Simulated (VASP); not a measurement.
# Rh (Im-3m) in VASP: further runs

Rh is run at these levels: PBE; tasks: single point.

Everything below comes from runs of VASP 6.6.1. Logs are shortened: lines on timing, memory, paths and dates and some standing lists are left out, and cuts for length are marked.

**1. The cell of the first run**

It takes space group Im-3m (No. 229, cubic). The conventional cell has a = 3.008 Å, b = 3.008 Å, c = 3.008 Å, α = 90.00°, β = 90.00°, γ = 90.00°. Within 3.4 Å of Rh (site symmetry m-3m) lie 14 Rh at 2.61 to 3.01 Å.

**2. Single point, PBE**

Input file INCAR:

```
SYSTEM = Rh
PREC = Accurate
ENCUT = 520
EDIFF = 1E-6
ISMEAR = -1
SIGMA = 0.06122561905347299
LREAL = .FALSE.
LASPH = .TRUE.
NELM = 100
ALGO = Normal
ISIF = 2
LWAVE = .FALSE.
LCHARG = .TRUE.
GGA = PE
LELF = .TRUE.
LVHAR = .TRUE.
NBANDS = 14
```

Input file KPOINTS:

```
regular mesh
0
G
  17 17 17
  0 0 0
```

Input file POSCAR:

```
Rh
1.0
   -1.5040632869      1.5040632869      1.5040632869
    1.5040632869     -1.5040632869      1.5040632869
    1.5040632869      1.5040632869     -1.5040632869
Rh
1
Direct
    0.0000000000      0.0000000000      0.0000000000
```

Potentials or basis: VASP PAW PBE potentials, release 64 (Rh_pv).

Started as:

```
$ cat potpaw_PBE.64/Rh_pv/POTCAR > POTCAR
$ mpirun -np 1 vasp_std > vasp.out
```

OUTCAR:

```text
SYSTEM = Rh
   PREC = Accurate
   ENCUT = 520
   EDIFF = 1E-6
   ISMEAR = -1
   LREAL = .FALSE.
   LASPH = .TRUE.
   NELM = 100
   ISIF = 2
   GGA = PE

 ion  position               nearest neighbor table
   1  0.000  0.000  0.000-

  LATTYP: Found a body centered cubic cell.
 ALAT       =     3.0081265738

  Lattice vectors:

 A1 = (  -1.5040632869,   1.5040632869,   1.5040632869)
 A2 = (   1.5040632869,  -1.5040632869,   1.5040632869)
 A3 = (   1.5040632869,   1.5040632869,  -1.5040632869)

Analysis of symmetry for initial positions (statically):
=====================================================================
 Subroutine PRICEL returns:
 Original cell was already a primitive cell.

 Routine SETGRP: Setting up the symmetry group for a
 body centered cubic supercell.

 Subroutine GETGRP returns: Found 48 space group operations
[... 9 lines left out ...]

 Routine SETGRP: Setting up the symmetry group for a
 body centered cubic supercell.

 Subroutine GETGRP returns: Found 48 space group operations
[... 11 lines left out ...]
                                     Primitive cell

  volume of cell :      13.6100

  direct lattice vectors                    reciprocal lattice vectors
    -1.504063287  1.504063287  1.504063287     0.000000000  0.332432820  0.332432820
     1.504063287 -1.504063287  1.504063287     0.332432820  0.000000000  0.332432820
     1.504063287  1.504063287 -1.504063287     0.332432820  0.332432820  0.000000000

  length of vectors
     2.605114031  2.605114031  2.605114031     0.470131003  0.470131003  0.470131003

  position of ions in fractional coordinates (direct lattice)
     0.000000000  0.000000000  0.000000000

  ion indices of the primitive-cell ions
   primitive index   ion index
                 1           1

----------------------------------------------------------------------------------------

 KPOINTS: regular mesh

Automatic generation of k-mesh.
 Grid dimensions read from file:
 generate k-points for:   17   17   17

 Generating k-lattice:

  Cartesian coordinates                     Fractional coordinates (reciprocal lattice)
     0.000000000  0.019554872  0.019554872     0.058823529  0.000000000  0.000000000
     0.019554872  0.000000000  0.019554872     0.000000000  0.058823529  0.000000000
     0.019554872  0.019554872  0.000000000     0.000000000  0.000000000  0.058823529

  Length of vectors
     0.027654765  0.027654765  0.027654765

  Shift w.r.t. Gamma in fractional coordinates (k-lattice)
     0.000000000  0.000000000  0.000000000

 Subroutine IBZKPT returns following result:
 ===========================================

 Found    165 irreducible k-points:

 Following reciprocal coordinates:
            Coordinates               Weight
  0.000000  0.000000  0.000000      1.000000
  0.058824  0.000000  0.000000     12.000000
  0.117647  0.000000  0.000000     12.000000
  0.176471  0.000000  0.000000     12.000000
  0.235294  0.000000  0.000000     12.000000
  0.294118  0.000000  0.000000     12.000000
[... 16 lines left out ...]
  0.411765  0.117647 -0.000000     48.000000
  0.176471  0.176471  0.000000     24.000000
 [... further k-points ...]
   k-points           NKPTS =    165   k-points in BZ     NKDIM =    165   number of bands    NBANDS=     14
   number of dos      NEDOS =    301   number of ions     NIONS =      1
   total plane-waves  NPLWV =   8000
   dimension x,y,z NGX =    20 NGY =   20 NGZ =   20
   dimension x,y,z NGXF=    40 NGYF=   40 NGZF=   40
   ions per type =               1
   NGX,Y,Z   is equivalent  to a cutoff of  12.76, 12.76, 12.76 a.u.
   NGXF,Y,Z  is equivalent  to a cutoff of  25.53, 25.53, 25.53 a.u.
 SYSTEM =  Rh
   PREC   = accura    normal or accurate (medium, high low for compatibility)
   ISTART =      0    job   : 0-new  1-cont  2-samecut
   ICHARG =      2    charge: 1-file 2-atom 10-const
   ISPIN  =      1    spin polarized calculation?
   LNONCOLLINEAR =      F non collinear calculations
   LSORBIT =      F    spin-orbit coupling
   LASPH  =      T    aspherical Exc in radial PAW
   ENCUT  =  520.0 eV  38.22 Ry    6.18 a.u.   4.84  4.84  4.84*2*pi/ulx,y,z
   NELM   =    100;   NELMIN=  2; NELMDL= -5     # of ELM steps
   EDIFF  = 0.1E-05   stopping-criterion for ELM
   LREAL  =      F    real-space projection
   EDIFFG = 0.1E-04   stopping-criterion for IOM
   NSW    =      0    number of steps for IOM
   IBRION =     -1    ionic relax: 0-MD 1-quasi-New 2-CG
   NFREE  =      0    steps in history (QN), initial steepest desc. (CG)
   ISIF   =      2    stress and relaxation
   ISYM   =      2    0-nonsym 1-usesym 2-fastsym
   POTIM  = 0.5000    time-step for ionic-motion
   TEBEG  =    0.0;   TEEND  =   0.0 temperature during run
   PSTRESS=    0.0 pullay stress
   NELECT =      15.0000    total number of electrons
   NUPDOWN=      -1.0000    fix difference up-down
   EMIN   =  10.00;   EMAX   =-10.00  energy-range for DOS
   EFERMI =   0.00;   METHOD = LEGACY
   ISMEAR =    -1;   SIGMA  =   0.06  broadening in eV -4-tet -1-fermi 0-gaus
   EFERMI_NEDOS =   21; number of points for ismear=-14 and -15
   IALGO  =     38    algorithm
   IMIX   =      4    mixing-type and parameters
     AMIX     =   0.40;   BMIX     =  1.00
     AMIX_MAG =   1.60;   BMIX_MAG =  1.00
  volume/ion in A,a.u.               =      13.61        91.84
  Fermi-wavevector in a.u.,A,eV,Ry     =   1.691035  3.195592 38.907190  2.859598
  Thomas-Fermi vector in A             =   2.772874
   LORBIT       =      0    0 simple, 1 ext, 2 COOP (PROOUT), +10 PAW based schemes
   GGA     = PE    functional components
[... 5 lines left out ...]
 non-spin polarized calculation
  energy-cutoff  :      520.00
  volume of cell :       13.61
 maximum number of plane-waves:       377
   NGX =  9   NGY =  9   NGZ =  9

 number of electron      14.9999994 magnetization

 Free energy of the ion-electron system (eV)
  ---------------------------------------------------
  ext. energy  EPLUGINS =         0.00000000
  ---------------------------------------------------
  free energy    TOTEN  =        -6.88080064 eV

  energy without entropy =       -6.85314439  energy(sigma->0) =       -6.86697251

 E-fermi :  11.9047     XC(G=0): -14.0774

 val. band max:       11.9013639425   @ k =   0.3529   0.2353   0.0588
 cond. band min:      11.9074273102   @ k =  -0.2941   0.3529   0.0588
 fundamental gap:      0.0060633676
 Fermi energy:        11.9046524474

 k-point     1 :       0.0000    0.0000    0.0000
  band No.  band energies     occupation
      1     -34.1421      2.00000
      2     -34.1421      2.00000
      3     -34.1421      2.00000
      4       4.0654      2.00000
      5       8.8960      2.00000
      6       8.8960      2.00000
      7       8.8960      2.00000
      8      11.4351      1.99907
      9      11.4351      1.99907
     10      30.4362      0.00000
     11      30.4362      0.00000
     12      30.4362      0.00000
     13      32.9105      0.00000
     14      40.8170      0.00000

 k-point     2 :       0.0588    0.0000    0.0000
  band No.  band energies     occupation
      1     -34.1693      2.00000
      2     -34.1510      2.00000
      3     -34.1421      2.00000
      4       4.2148      2.00000
      5       8.8341      2.00000
      6       8.8948      2.00000
      7       9.0166      2.00000
      8      11.3561      1.99974
      9      11.4392      1.99900
     10      30.5009      0.00000
     11      30.5227      0.00000
     12      30.6536      0.00000
     13      32.9103      0.00000
     14      39.6014      0.00000

 k-point     3 :       0.1176    0.0000    0.0000
  band No.  band energies     occupation
      1     -34.2468      2.00000
      2     -34.1765      2.00000
      3     -34.1421      2.00000
      4       4.6410      2.00000
      5       8.6608      2.00000
      6       8.8843      2.00000
      7       9.3715      2.00000
      8      11.1754      1.99999
      9      11.4540      1.99873
     10      30.5893      0.00000
     11      30.6087      0.00000
     12      31.2856      0.00000
     13      32.9101      0.00000
     14      38.0118      0.00000

 k-point     4 :       0.1765    0.0000    0.0000
  band No.  band energies     occupation
      1     -34.3631      2.00000
      2     -34.2150      2.00000
      3     -34.1422      2.00000
      4       5.2608      2.00000
      5       8.4090      2.00000
      6       8.8783      2.00000
      7       9.9390      2.00000
      8      11.0215      2.00000
      9      11.4851      1.99789
     10      30.2166      0.00000
     11      30.3914      0.00000
     12      32.2749      0.00000
     13      32.9099      0.00000
     14      37.2016      0.00000

 k-point     5 :       0.2353    0.0000    0.0000
  band No.  band energies     occupation
      1     -34.5013      2.00000
      2     -34.2611      2.00000
      3     -34.1423      2.00000
      4       5.8702      2.00000
      5       8.1208      2.00000
      6       9.0319      2.00000
      7      10.6791      2.00000
      8      10.9933      2.00000
      9      11.5369      1.99509
     10      28.9644      0.00000
     11      29.6836      0.00000
     12      32.9102      0.00000
     13      33.5306      0.00000
     14      37.3450      0.00000

 k-point     6 :       0.2941    0.0000    0.0000
  band No.  band energies     occupation
      1     -34.6423      2.00000
      2     -34.3085      2.00000
      3     -34.1424      2.00000
      4       6.1675      2.00000
      5       7.8380      2.00000
      6       9.6490      2.00000
      7      11.0946      2.00000
      8      11.5277      1.99577
      9      11.6079      1.98441
     10      27.0630      0.00000
     11      28.6875      0.00000
     12      32.9103      0.00000
     13      34.9281      0.00000
     14      35.1027      0.00000

 k-point     7 :       0.3529    0.0000    0.0000
  band No.  band energies     occupation
      1     -34.7674      2.00000
      2     -34.3509      2.00000
      3     -34.1426      2.00000
      4       6.1300      2.00000
      5       7.5958      2.00000
      6      10.6914      2.00000
      7      11.3252      1.99984
      8      11.6881      1.94341
      9      12.3866      0.00076
     10      24.9571      0.00000
     11      27.7322      0.00000
     12      32.9106      0.00000
     13      33.1444      0.00000
     14      36.2986      0.00000
[... 205 lines left out ...]
 k-point    20 :       0.2353    0.1176    0.0000
  band No.  band energies     occupation
      1     -34.6574      2.00000
      2     -34.3173      2.00000
      3     -34.1775      2.00000
      4       6.5388      2.00000
      5       7.9158      2.00000
      6       8.9298      2.00000
      7      10.9013      2.00000
      8      11.7530      1.84496
      9      12.4116      0.00051
     10      27.1153      0.00000
     11      28.5300      0.00000
     12      32.7033      0.00000
     13      32.9335      0.00000
     14      34.3123      0.00000

 k-point    21 :       0.2941    0.1176   -0.0000
  band No.  band energies     occupation
      1     -34.7606      2.00000
      2     -34.3691      2.00000
      3     -34.1791      2.00000
      4       6.4879      2.00000
      5       7.6861      2.00000
      6       9.6752      2.00000
      7      11.0954      2.00000
      8      11.8990      1.04640
      9      13.5441      0.00000
     10      24.9969      0.00000
     11      27.6435      0.00000
     12      31.3786      0.00000
     13      32.9140      0.00000
     14      35.4969      0.00000

 k-point    22 :       0.3529    0.1176    0.0000
  band No.  band energies     occupation
      1     -34.8370      2.00000
      2     -34.4087      2.00000
      3     -34.1800      2.00000
      4       6.3305      2.00000
      5       7.5280      2.00000
      6      10.3501      2.00000
      7      11.2753      1.99993
      8      12.1400      0.04190
      9      14.6970      0.00000
     10      23.0246      0.00000
     11      26.9604      0.00000
     12      30.3158      0.00000
     13      32.9128      0.00000
     14      36.6093      0.00000

 k-point    23 :       0.4118    0.1176   -0.0000
  band No.  band energies     occupation
      1     -34.8775      2.00000
      2     -34.4301      2.00000
      3     -34.1805      2.00000
      4       6.2239      2.00000
      5       7.4473      2.00000
      6      10.7139      2.00000
      7      11.3174      1.99986
      8      12.4238      0.00042
      9      15.5741      0.00000
     10      21.6762      0.00000
     11      26.5875      0.00000
     12      29.7218      0.00000
     13      32.9125      0.00000
     14      37.4304      0.00000

 k-point    24 :       0.1765    0.1765    0.0000
  band No.  band energies     occupation
      1     -34.6367      2.00000
      2     -34.3083      2.00000
      3     -34.1923      2.00000
      4       6.7015      2.00000
      5       8.1181      2.00000
      6       8.4087      2.00000
      7      10.8084      2.00000
      8      11.7602      1.82741
      9      12.4765      0.00018
     10      27.9286      0.00000
     11      28.2829      0.00000
     12      32.7045      0.00000
     13      32.9425      0.00000
     14      33.4985      0.00000

 [... further k-points ...]

------------------------ aborting loop because EDIFF is reached ----------------------------------------

  FORCE on cell =-STRESS in cart. coord.  units (eV):
  Direction    XX          YY          ZZ          XY          YZ          ZX
  --------------------------------------------------------------------------------------
  -------------------------------------------------------------------------------------
  Total        1.4256606      1.4256606      1.4256606      0.0000000      0.0000000      0.0000000
  in kB      167.8295467    167.8295467    167.8295467      0.0000000      0.0000000      0.0000000
  external PRESSURE =     167.8295467 kB  Pullay stress =       0.0000000 kB

 VOLUME and BASIS-vectors are now :
 -----------------------------------------------------------------------------
  energy-cutoff  :      520.00
  volume of cell :       13.61
      direct lattice vectors                 reciprocal lattice vectors
    -1.504063287  1.504063287  1.504063287     0.000000000  0.332432820  0.332432820
     1.504063287 -1.504063287  1.504063287     0.332432820  0.000000000  0.332432820
     1.504063287  1.504063287 -1.504063287     0.332432820  0.332432820  0.000000000

 POSITION                                       TOTAL-FORCE (eV/Angst)
 -----------------------------------------------------------------------------------
      0.00000      0.00000      0.00000         0.000000     -0.000000     -0.000000
 -----------------------------------------------------------------------------------
    total drift:                                0.000000     -0.000000      0.000000

  FREE ENERGIE OF THE ION-ELECTRON SYSTEM (eV)
  ---------------------------------------------------
  free  energy   TOTEN  =        -6.8808006359 eV

  energy  without entropy=       -6.8531443894  energy(sigma->0) =       -6.86697251
```

Run time: 17 s. Hardware: 1 thread of Intel Xeon 6975P-C, shared host; peak memory 0.15 GiB.

What came out:

```
Free energy : -6.8808 eV
Pressure    : 16.8 GPa
```

**3. Single point, PBE**

Input file INCAR:

```
PREC = Accurate
ENCUT = 520
EDIFF = 1E-6
ISMEAR = -1
SIGMA = 0.06122561905347299
LREAL = F
LASPH = T
NELM = 60
ALGO = Normal
ISIF = 2
LWAVE = F
LCHARG = F
GGA = PE
NBANDS = 14
```

Input file KPOINTS:

```
regular mesh
0
Gamma
  17 17 17
```

POSCAR is that of step 2.

Potentials or basis: VASP PAW PBE potentials, release 64 (Rh_pv).

Started as:

```
$ cat potpaw_PBE.64/Rh_pv/POTCAR > POTCAR
$ mpirun -np 1 vasp_std > vasp.out
```

Wall time 16 s (1 thread of Intel Xeon 6975P-C, shared host); peak memory 0.15 GiB.

The run converged. Its results:

```yaml
Free_energy: -6.8808 eV
Pressure: 16.8 GPa
```

Levels at points of the mesh, in eV from the Fermi level:
```csv
k point,band 6,band 7,band 8,band 9,band 10,band 11
"(0.00, 0.00, 0.00)",-3.01,-3.01,-0.47,-0.47,18.53,18.53
```
